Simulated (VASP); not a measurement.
# CdS (F-43m) in VASP: vibrations by perturbation theory with LDA

Aim: the vibrations by perturbation theory of CdS with LDA.

Program: VASP 6.6.1. These are calculated values, not measurements. Logs are shortened: lines on timing, memory, paths and dates and some standing lists are left out, and cuts for length are marked.

**1. The cell of the first run**

It takes space group F-43m (No. 216, cubic). Conventional cell: a = 5.833 Å, b = 5.833 Å, c = 5.833 Å, α = 90.00°, β = 90.00°, γ = 90.00°. Within 3.3 Å of Cd (site symmetry -43m) lie 4 S at 2.53 Å. Within 3.3 Å of S (site symmetry -43m) lie 4 Cd at 2.53 Å.

**2. Vibrations by perturbation theory, LDA**

INCAR reads:

```
SYSTEM = CdS
PREC = Accurate
ENCUT = 520
EDIFF = 1E-8
ISMEAR = -1
SIGMA = 0.05
LREAL = .False.
LASPH = .True.
NELM = 80
ALGO = Normal
ISIF = 2
LWAVE = .False.
LCHARG = .False.
IBRION = 8
NSW = 1
```

KPOINTS reads:

```
Automatic mesh
0
Gamma
  6 6 6
  0 0 0
```

POSCAR reads:

```
CdS
1.0
    0.0000000000      2.9165000000      2.9165000000
    2.9165000000      0.0000000000      2.9165000000
    2.9165000000      2.9165000000      0.0000000000
Cd S
1 1
Direct
    0.0000000000      0.0000000000      0.0000000000
    0.7500000000      0.7500000000      0.7500000000
```

Potentials or basis: VASP PAW LDA potentials, release 64 (Cd, S).

On the command line:

```sh
> cat potpaw_LDA.64/Cd/POTCAR potpaw_LDA.64/S/POTCAR > POTCAR
> mpirun -np 1 vasp_std > vasp.out
```

OUTCAR:

```text
SYSTEM = CdS
   PREC = Accurate
   ENCUT = 520
   EDIFF = 1E-8
   ISMEAR = -1
   LREAL = .False.
   LASPH = .True.
   NELM = 80
   ISIF = 2
   IBRION = 8
   NSW = 1

 ion  position               nearest neighbor table
   1  0.000  0.000  0.000-   2 2.53   2 2.53   2 2.53   2 2.53
   2  0.750  0.750  0.750-   1 2.53   1 2.53   1 2.53   1 2.53

  LATTYP: Found a face centered cubic cell.
 ALAT       =     5.8330000000

  Lattice vectors:

 A1 = (   0.0000000000,   2.9165000000,   2.9165000000)
 A2 = (   2.9165000000,   0.0000000000,   2.9165000000)
 A3 = (   2.9165000000,   2.9165000000,   0.0000000000)

Analysis of symmetry for initial positions (statically):
=====================================================================
 Subroutine PRICEL returns:
 Original cell was already a primitive cell.

 Routine SETGRP: Setting up the symmetry group for a
 face centered cubic supercell.

 Subroutine GETGRP returns: Found 24 space group operations
 (whereof 24 operations were pure point group operations)
 out of a pool of 48 trial point group operations.

The static configuration has the point symmetry T_d .

Analysis of symmetry for dynamics (positions and initial velocities):
=====================================================================
 Subroutine PRICEL returns:
 Original cell was already a primitive cell.

 Routine SETGRP: Setting up the symmetry group for a
 face centered cubic supercell.

 Subroutine GETGRP returns: Found 24 space group operations
 (whereof 24 operations were pure point group operations)
 out of a pool of 48 trial point group operations.

The dynamic configuration has the point symmetry T_d .

 Subroutine INISYM returns: Found 24 space group operations
 (whereof 24 operations are pure point group operations),
 and found     1 'primitive' translations

----------------------------------------------------------------------------------------

[... 405 lines left out ...]

 VOLUME and BASIS-vectors are now :
 -----------------------------------------------------------------------------
  energy-cutoff  :      520.00
  volume of cell :       49.62
      direct lattice vectors                 reciprocal lattice vectors
     0.000000000  2.916500000  2.916500000    -0.171438368  0.171438368  0.171438368
     2.916500000  0.000000000  2.916500000     0.171438368 -0.171438368  0.171438368
     2.916500000  2.916500000  0.000000000     0.171438368  0.171438368 -0.171438368

 POSITION                                       TOTAL-FORCE (eV/Angst)
 -----------------------------------------------------------------------------------
      0.00000      0.00000      0.00000        -0.000000     -0.000000     -0.000000
      4.37475      4.37475      4.37475         0.000000      0.000000      0.000000
 -----------------------------------------------------------------------------------
    total drift:                               -0.000000     -0.000000     -0.000000

  FREE ENERGIE OF THE ION-ELECTRON SYSTEM (eV)
  ---------------------------------------------------
  free  energy   TOTEN  =        -7.3949637303 eV

  energy  without entropy=       -7.3949614462  energy(sigma->0) =       -7.39496259

[... ionic steps 2 to 3 ...]

--------------------------------------- Ionic step        4  -------------------------------------------

------------------------ aborting loop because EDIFF is reached ----------------------------------------

[... ionic steps 5 to 6 ...]

--------------------------------------- Ionic step        7  -------------------------------------------

 Free energy of the ion-electron system (eV)
  ---------------------------------------------------
  ---------------------------------------------------
  free energy    TOTEN  =        -0.10596271 eV

  energy without entropy =       -0.10596271

------------------------ aborting loop because EDIFF is reached ----------------------------------------

 INTERNAL STRAIN TENSOR  FOR ION    2  DIRECTION 1   (eV/Angst):
 -----------------------------------------------------------------------------
    -0.00777  0.00000  0.00000
     0.00000  0.00813  5.85569
     0.00000  5.85569  0.00813

 INTERNAL STRAIN TENSOR FOR ION    2 for displacements in x,y,z  (eV/Angst):
          X           Y           Z          XY          YZ          ZX
  --------------------------------------------------------------------------------
  x     0.00000     0.00000     0.00000     0.00000     5.85569     0.00000
  y     0.00000     0.00000     0.00000     0.00000     0.00000     5.85569
  z     0.00000     0.00000     0.00000     5.85569     0.00000     0.00000

 SECOND DERIVATIVES (NOT SYMMETRIZED)
 ------------------------------------
               1X          1Y          1Z          2X          2Y          2Z
  1X    -4.921304    0.000000    0.000000    4.921304   -0.000000   -0.000000
  1Y     0.000000   -4.921304    0.000000   -0.000000    4.921304   -0.000000
  1Z     0.000000    0.000000   -4.921304   -0.000000   -0.000000    4.921304
  2X     4.895646    0.000000    0.000000   -4.895646   -0.000000   -0.000000
  2Y     0.000000    4.895646    0.000000   -0.000000   -4.895646   -0.000000
  2Z     0.000000    0.000000    4.895646   -0.000000   -0.000000   -4.895646

 Eigenvectors and eigenvalues of the dynamical matrix
 ----------------------------------------------------

   1 f  =    6.929166 THz    43.537237 2PiTHz  231.132114 cm-1    28.656717 meV
             X         Y         Z           dx          dy          dz
      0.000000  0.000000  0.000000    -0.472070    0.000000    0.000000
      4.374750  4.374750  4.374750     0.881561    0.000000    0.000000
[... 21 lines left out ...]
   6 f/i=    0.007537 THz     0.047354 2PiTHz    0.251396 cm-1     0.031169 meV
             X         Y         Z           dx          dy          dz
      0.000000  0.000000  0.000000     0.000000    0.000000   -0.881561
      4.374750  4.374750  4.374750     0.000000    0.000000   -0.472070

--------------------------------------------------------------------------------------------------------

 ELASTIC MODULI CONTR FROM IONIC RELAXATION (kBar)
 Direction    XX          YY          ZZ          XY          YZ          ZX
 --------------------------------------------------------------------------------
 XX          -0.0000     -0.0000     -0.0000     -0.0000      0.0000     -0.0000
 YY          -0.0000     -0.0000     -0.0000     -0.0000     -0.0000     -0.0000
 ZZ          -0.0000     -0.0000     -0.0000      0.0000     -0.0000     -0.0000
 XY          -0.0000     -0.0000      0.0000   -229.8945      0.0000     -0.0000
 YZ           0.0000     -0.0000     -0.0000      0.0000   -229.8945     -0.0000
 ZX          -0.0000     -0.0000     -0.0000     -0.0000      0.0000   -229.8945
 --------------------------------------------------------------------------------
```

Run time: 86 s. Hardware: 1 thread of Intel Xeon Platinum 8375C at 2.90GHz (Ice Lake), shared host; peak memory 0.23 GiB.

What came out:

```
Highest phonon frequency at Γ, LO-TO splitting left out : 231 cm⁻¹
```

Phonon frequencies in cm⁻¹ (negative: imaginary):
| q point | frequencies |
| --- | --- |
| (0.000, 0.000, 0.000) | 0 0 0 231 231 231 |

Caveat: the cell stands under pressure or tension, which shifts response properties.
